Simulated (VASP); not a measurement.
# InAs (F-43m) in VASP: a series of runs

Aim: see how the results for InAs move with the level of theory and the settings. Levels: r2SCAN, PBEsol. Tasks: single point.

Program: VASP 6.6.1. These are calculated values, not measurements. Logs are shortened: lines on timing, memory, paths and dates and some standing lists are left out, and cuts for length are marked.

### Step 1. The cell of the first run

It takes space group F-43m (No. 216, cubic). Conventional cell: a = 6.087 Å, b = 6.087 Å, c = 6.087 Å, α = 90.00°, β = 90.00°, γ = 90.00°. In (site symmetry -43m) has 4 As at 2.64 Å within 3.5 Å. As (site symmetry -43m) has 4 In at 2.64 Å within 3.5 Å.

### Step 2. Single point, r2SCAN

File POSCAR:

```
InAs
1.0
    0.0000000000      3.0436690000      3.0436690000
    3.0436690000      0.0000000000      3.0436690000
    3.0436690000      3.0436690000      0.0000000000
In As
1 1
Direct
    0.0000000000      0.0000000000      0.0000000000
    0.2500000000      0.2500000000      0.2500000000
```

File INCAR.step1:

```
SYSTEM = InAs
PREC     = Accurate       ! precision mode
ENCUT    = 550            ! plane-wave cutoff, eV
ISMEAR   = -1             ! smearing method
SIGMA    = 0.05           ! smearing width, eV
LREAL    = .False.        ! projectors in reciprocal space
LASPH    = .True.         ! aspherical terms in the spheres
NELM     = 120            ! most SCF steps
NBANDS   = 16             ! bands
GGA      = PE             ! functional
ALGO     = Normal         ! electronic algorithm
EDIFF    = 1E-5           ! SCF threshold, eV
LWAVE    = .True.         ! write WAVECAR
LCHARG   = .False.        ! write CHGCAR
GGA_COMPAT= .False.
```

File INCAR.step2:

```
SYSTEM = InAs
PREC     = Accurate       ! precision mode
ENCUT    = 550            ! plane-wave cutoff, eV
EDIFF    = 1E-6           ! SCF threshold, eV
ISMEAR   = -1             ! smearing method
SIGMA    = 0.05           ! smearing width, eV
LREAL    = .False.        ! projectors in reciprocal space
LASPH    = .True.         ! aspherical terms in the spheres
NELM     = 120            ! most SCF steps
ALGO     = Normal         ! electronic algorithm
ISIF     = 2              ! what is computed and relaxed
LWAVE    = .False.        ! write WAVECAR
LCHARG   = .False.        ! write CHGCAR
METAGGA  = R2SCAN         ! meta-GGA
LMIXTAU  = .True.       
NBANDS   = 16             ! bands
ISTART   = 1            
GGA_COMPAT= .False.
```

File KPOINTS:

```
regular mesh
0
Gamma
  7 7 7
  0 0 0
```

Potentials or basis: VASP PAW PBE potentials, release 64 (In_d, As).

On the command line:

```bash
$ cat potpaw_PBE.64/In_d/POTCAR potpaw_PBE.64/As/POTCAR > POTCAR
$ cp INCAR.step1 INCAR
$ mpirun -np 1 vasp_std > vasp.out
$ cp INCAR.step2 INCAR
$ mpirun -np 1 vasp_std > vasp.out
```

OUTCAR:

```text
SYSTEM = InAs
   PREC = Accurate
   ENCUT = 550
   EDIFF = 1E-6
   ISMEAR = -1
   LREAL = .False.
   LASPH = .True.
   NELM = 120
   ISIF = 2
   METAGGA = R2SCAN
   ISTART = 1

 ion  position               nearest neighbor table
   1  0.000  0.000  0.000-   2 2.64   2 2.64   2 2.64   2 2.64
   2  0.250  0.250  0.250-   1 2.64   1 2.64   1 2.64   1 2.64

  LATTYP: Found a face centered cubic cell.
 ALAT       =     6.0873380000

  Lattice vectors:

 A1 = (   0.0000000000,   3.0436690000,   3.0436690000)
 A2 = (   3.0436690000,   0.0000000000,   3.0436690000)
 A3 = (   3.0436690000,   3.0436690000,   0.0000000000)

Analysis of symmetry for initial positions (statically):
=====================================================================
 Subroutine PRICEL returns:
 Original cell was already a primitive cell.

 Routine SETGRP: Setting up the symmetry group for a
 face centered cubic supercell.

 Subroutine GETGRP returns: Found 24 space group operations
 (whereof 24 operations were pure point group operations)
 out of a pool of 48 trial point group operations.

The static configuration has the point symmetry T_d .

Analysis of symmetry for dynamics (positions and initial velocities):
=====================================================================
 Subroutine PRICEL returns:
 Original cell was already a primitive cell.

 Routine SETGRP: Setting up the symmetry group for a
 face centered cubic supercell.

 Subroutine GETGRP returns: Found 24 space group operations
 (whereof 24 operations were pure point group operations)
 out of a pool of 48 trial point group operations.

The dynamic configuration has the point symmetry T_d .

 Subroutine INISYM returns: Found 24 space group operations
 (whereof 24 operations are pure point group operations),
 and found     1 'primitive' translations

----------------------------------------------------------------------------------------

                                     Primitive cell

  volume of cell :      56.3926

  direct lattice vectors                    reciprocal lattice vectors
     0.000000000  3.043669000  3.043669000    -0.164275419  0.164275419  0.164275419
     3.043669000  0.000000000  3.043669000     0.164275419 -0.164275419  0.164275419
     3.043669000  3.043669000  0.000000000     0.164275419  0.164275419 -0.164275419

  length of vectors
     4.304397979  4.304397979  4.304397979     0.284533372  0.284533372  0.284533372

  position of ions in fractional coordinates (direct lattice)
     0.000000000  0.000000000  0.000000000
     0.250000000  0.250000000  0.250000000

  ion indices of the primitive-cell ions
   primitive index   ion index
                 1           1
                 2           2

----------------------------------------------------------------------------------------

 KPOINTS: regular mesh

Automatic generation of k-mesh.
 Grid dimensions read from file:
 generate k-points for:    7    7    7

 Generating k-lattice:

  Cartesian coordinates                     Fractional coordinates (reciprocal lattice)
    -0.023467917  0.023467917  0.023467917     0.142857143  0.000000000  0.000000000
     0.023467917 -0.023467917  0.023467917     0.000000000  0.142857143  0.000000000
     0.023467917  0.023467917 -0.023467917     0.000000000  0.000000000  0.142857143

  Length of vectors
     0.040647625  0.040647625  0.040647625

  Shift w.r.t. Gamma in fractional coordinates (k-lattice)
     0.000000000  0.000000000  0.000000000

 Subroutine IBZKPT returns following result:
 ===========================================

 Found     20 irreducible k-points:

 Following reciprocal coordinates:
            Coordinates               Weight
  0.000000  0.000000  0.000000      1.000000
  0.142857  0.000000  0.000000      8.000000
  0.285714  0.000000  0.000000      8.000000
  0.428571  0.000000  0.000000      8.000000
  0.142857  0.142857  0.000000      6.000000
  0.285714  0.142857  0.000000     24.000000
[... 12 lines left out ...]
 -0.428571  0.428571  0.142857     24.000000
 -0.285714  0.428571  0.142857     24.000000
   k-points           NKPTS =     20   k-points in BZ     NKDIM =     20   number of bands    NBANDS=     16
   number of dos      NEDOS =    301   number of ions     NIONS =      2
   total plane-waves  NPLWV =  46656
   dimension x,y,z NGX =    36 NGY =   36 NGZ =   36
   dimension x,y,z NGXF=    72 NGYF=   72 NGZF=   72
   ions per type =               1   1
   NGX,Y,Z   is equivalent  to a cutoff of  13.90, 13.90, 13.90 a.u.
   NGXF,Y,Z  is equivalent  to a cutoff of  27.81, 27.81, 27.81 a.u.
 SYSTEM =  InAs
   PREC   = accura    normal or accurate (medium, high low for compatibility)
   ISTART =      1    job   : 0-new  1-cont  2-samecut
   ICHARG =      0    charge: 1-file 2-atom 10-const
   ISPIN  =      1    spin polarized calculation?
   LNONCOLLINEAR =      F non collinear calculations
   LSORBIT =      F    spin-orbit coupling
   LASPH  =      T    aspherical Exc in radial PAW
   ENCUT  =  550.0 eV  40.42 Ry    6.36 a.u.   8.23  8.23  8.23*2*pi/ulx,y,z
   NELM   =    120;   NELMIN=  2; NELMDL=  0     # of ELM steps
   EDIFF  = 0.1E-05   stopping-criterion for ELM
   LREAL  =      F    real-space projection
   EDIFFG = 0.1E-04   stopping-criterion for IOM
   NSW    =      0    number of steps for IOM
   IBRION =     -1    ionic relax: 0-MD 1-quasi-New 2-CG
   NFREE  =      0    steps in history (QN), initial steepest desc. (CG)
   ISIF   =      2    stress and relaxation
   ISYM   =      2    0-nonsym 1-usesym 2-fastsym
   POTIM  = 0.5000    time-step for ionic-motion
   TEBEG  =    0.0;   TEEND  =   0.0 temperature during run
   PSTRESS=    0.0 pullay stress
   NELECT =      18.0000    total number of electrons
   NUPDOWN=      -1.0000    fix difference up-down
   EMIN   =  10.00;   EMAX   =-10.00  energy-range for DOS
   EFERMI =   0.00;   METHOD = LEGACY
   ISMEAR =    -1;   SIGMA  =   0.05  broadening in eV -4-tet -1-fermi 0-gaus
   EFERMI_NEDOS =   21; number of points for ismear=-14 and -15
   IALGO  =     38    algorithm
   IMIX   =      4    mixing-type and parameters
     AMIX     =   0.40;   BMIX     =  1.00
     AMIX_MAG =   1.60;   BMIX_MAG =  1.00
  volume/ion in A,a.u.               =      28.20       190.28
  Fermi-wavevector in a.u.,A,eV,Ry     =   1.118815  2.114254 17.031049  1.251747
  Thomas-Fermi vector in A             =   2.255449
   LORBIT       =      0    0 simple, 1 ext, 2 COOP (PROOUT), +10 PAW based schemes
   METAGGA = R2SCAN    functional components
   LHFCALC =     F    Hartree Fock is set to
   AEXX    =    0.0000 exact exchange contribution
   IVDW    =     0    specifies the selected vdW correction
   LEPSILON=     F    determine dielectric tensor
   LRPA    =     F    only Hartree local field effects (RPA)
 non-spin polarized calculation
  energy-cutoff  :      550.00
  volume of cell :       56.39
 maximum number of plane-waves:      1673
 NGX is ok and might be reduce to    36
   NGX = 17   NGY = 17   NGZ = 17

 number of electron      18.0000004 magnetization

 Free energy of the ion-electron system (eV)
  ---------------------------------------------------
  ext. energy  EPLUGINS =         0.00000000
  ---------------------------------------------------
  free energy    TOTEN  =       -38.05423055 eV

  energy without entropy =      -38.05370081  energy(sigma->0) =      -38.05396568

 E-fermi :   4.1805     XC(G=0):  -9.5645

 val. band max:        4.0747179901   @ k =   0.0000   0.0000   0.0000
 cond. band min:       4.2133628007   @ k =   0.0000   0.0000   0.0000
 fundamental gap:      0.1386448106
 Fermi energy:         4.1805026097

 k-point     1 :       0.0000    0.0000    0.0000
  band No.  band energies     occupation
      1     -10.7400      2.00000
      2     -10.7400      2.00000
      3     -10.7400      2.00000
      4     -10.6011      2.00000
      5     -10.6011      2.00000
      6      -8.0943      2.00000
[... 8 lines left out ...]
     15      14.1978      0.00000
     16      14.1978      0.00000

 k-point     2 :       0.1429    0.0000    0.0000
  band No.  band energies     occupation
      1     -10.7661      2.00000
      2     -10.7325      2.00000
      3     -10.7325      2.00000
      4     -10.6011      2.00000
      5     -10.6011      2.00000
      6      -7.8810      2.00000
[... 8 lines left out ...]
     15      13.2377      0.00000
     16      13.2377      0.00000

 k-point     3 :       0.2857    0.0000    0.0000
  band No.  band energies     occupation
      1     -10.8200      2.00000
      2     -10.7175      2.00000
      3     -10.7175      2.00000
      4     -10.5990      2.00000
      5     -10.5990      2.00000
      6      -7.3191      2.00000
[... 8 lines left out ...]
     15      13.2627      0.00000
     16      13.2627      0.00000

 k-point     4 :       0.4286    0.0000    0.0000
  band No.  band energies     occupation
      1     -10.8596      2.00000
      2     -10.7080      2.00000
      3     -10.7080      2.00000
      4     -10.5946      2.00000
      5     -10.5946      2.00000
      6      -6.7201      2.00000
[... 8 lines left out ...]
     15      14.7517      0.00000
     16      14.7517      0.00000
[... 248 lines left out ...]
 k-point    18 :      -0.4286    0.2857    0.1429
  band No.  band energies     occupation
      1     -10.8842      2.00000
      2     -10.6958      2.00000
      3     -10.6814      2.00000
      4     -10.6104      2.00000
      5     -10.5925      2.00000
      6      -6.3664      2.00000
[... 8 lines left out ...]
     15      14.8959      0.00000
     16      15.9811      0.00000

 k-point    19 :      -0.4286    0.4286    0.1429
  band No.  band energies     occupation
      1     -10.9062      2.00000
      2     -10.6792      2.00000
      3     -10.6656      2.00000
      4     -10.6247      2.00000
      5     -10.5856      2.00000
      6      -6.1640      2.00000
[... 8 lines left out ...]
     15      15.7432      0.00000
     16      16.8047      0.00000

 k-point    20 :      -0.2857    0.4286    0.1429
  band No.  band energies     occupation
      1     -10.9005      2.00000
      2     -10.6882      2.00000
      3     -10.6668      2.00000
      4     -10.6165      2.00000
      5     -10.5920      2.00000
      6      -6.0738      2.00000
[... 8 lines left out ...]
     15      15.1535      0.00000
     16      17.1400      0.00000

------------------------ aborting loop because EDIFF is reached ----------------------------------------

  FORCE on cell =-STRESS in cart. coord.  units (eV):
  Direction    XX          YY          ZZ          XY          YZ          ZX
  --------------------------------------------------------------------------------------
  -------------------------------------------------------------------------------------
  Total        0.2228250      0.2228250      0.2228250      0.0000000      0.0000000      0.0000000
  in kB        6.3307085      6.3307085      6.3307085      0.0000000      0.0000000      0.0000000
  external PRESSURE =       6.3307085 kB  Pullay stress =       0.0000000 kB

 VOLUME and BASIS-vectors are now :
 -----------------------------------------------------------------------------
  energy-cutoff  :      550.00
  volume of cell :       56.39
      direct lattice vectors                 reciprocal lattice vectors
     0.000000000  3.043669000  3.043669000    -0.164275419  0.164275419  0.164275419
     3.043669000  0.000000000  3.043669000     0.164275419 -0.164275419  0.164275419
     3.043669000  3.043669000  0.000000000     0.164275419  0.164275419 -0.164275419

 POSITION                                       TOTAL-FORCE (eV/Angst)
 -----------------------------------------------------------------------------------
      0.00000      0.00000      0.00000        -0.000000      0.000000     -0.000000
      1.52183      1.52183      1.52183         0.000000     -0.000000      0.000000
 -----------------------------------------------------------------------------------
    total drift:                                0.000000      0.000000      0.000000

  FREE ENERGIE OF THE ION-ELECTRON SYSTEM (eV)
  ---------------------------------------------------
  free  energy   TOTEN  =       -38.0542305497 eV

  energy  without entropy=      -38.0537008094  energy(sigma->0) =      -38.05396568
```

Wall time 3.2 min (1 thread of Intel Xeon 8259CL, shared host); peak memory 0.22 GiB.

What came out:

* Free energy: -38.0542 eV
* Pressure: 0.6 GPa
* Band gap on the k mesh: 0.14 eV, direct

Caveat: the PAW data sets were made with another functional, which shifts forces and pressure a little; spin-orbit coupling is left out, which moves the levels of the heavy elements.

### Step 3. Single point, PBEsol

File INCAR:

```
PREC     = Accurate       # precision mode
ENCUT    = 500            # plane-wave cutoff, eV
EDIFF    = 1E-6           # SCF threshold, eV
ISMEAR   = -1             # smearing method
SIGMA    = 0.05           # smearing width, eV
LREAL    = F              # projectors in reciprocal space
LASPH    = T              # aspherical terms in the spheres
NELM     = 120            # most SCF steps
ALGO     = Normal         # electronic algorithm
ISIF     = 2              # what is computed and relaxed
LWAVE    = F              # write WAVECAR
LCHARG   = T              # write CHGCAR
GGA      = PS             # functional
LELF     = T              # ELF
LVHAR    = T            
NBANDS   = 16             # bands
GGA_COMPAT= F
```

File KPOINTS:

```
regular mesh
0
Gamma
  7 7 7
```

POSCAR is that of step 2.

Potentials or basis: VASP PAW PBE potentials, release 64 (In_d, As).

On the command line:

```bash
$ cat potpaw_PBE.64/In_d/POTCAR potpaw_PBE.64/As/POTCAR > POTCAR
$ mpirun -np 1 vasp_std > vasp.out
```

Wall time 13 s (1 thread of Intel Xeon Platinum 8259CL at 2.50GHz (Skylake/Cascade Lake), shared host); peak memory 0.17 GiB.

It converged, with:

```
Free energy            : -8.4826 eV
Pressure               : 0.1 GPa
Band gap on the k mesh : zero (filled and empty bands touch)
```

Levels at points of the mesh, in eV from the Fermi level:
| k point | band 7 | band 8 | band 9 | band 10 | band 11 | band 12 |
| --- | --- | --- | --- | --- | --- | --- |
| (0.00, 0.00, 0.00) | -0.42 | -0.04 | -0.04 | -0.04 | 3.80 | 3.80 |

Caveat: the PAW data sets were made with another functional, which shifts forces and pressure a little; spin-orbit coupling is left out, which moves the levels of the heavy elements.
